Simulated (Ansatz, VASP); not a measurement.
## Bi in VASP and in Ansatz

```
CELL_PARAMETERS angstrom
1.85051 3.20518 0.00000
-1.85051 3.20518 0.00000
0.00000 0.00000 5.97649
ATOMIC_POSITIONS crystal
Bi 0.33333 0.33334 0.25000
Bi 0.66666 0.66667 0.75000
```

Alike in both runs: task single point; functional PBE; k mesh 10 × 10 × 6; occupations fermi-dirac, width 0.0283 eV; no spin polarisation.

|  | VASP | Ansatz |
| --- | --- | --- |
| version | VASP 6.6.1 | Ansatz 0.2.0 |
| potentials or method | VASP PAW PBE potentials, release 64 (Bi_d), cutoff 520 eV | PAW plane waves |
| valence electrons in the cell | 30 | 30 |

|  | VASP | Ansatz | Ansatz less VASP |
| --- | --- | --- | --- |
| pressure (GPa) | -4.7 | -4.7 | +0.06 |
| traceless stress, the component that is largest in VASP (GPa) | 0.91 | 0.90 | -0.003 |

Ansatz's warnings: structure snapped to symmetry.

Neither program's run includes spin-orbit coupling.
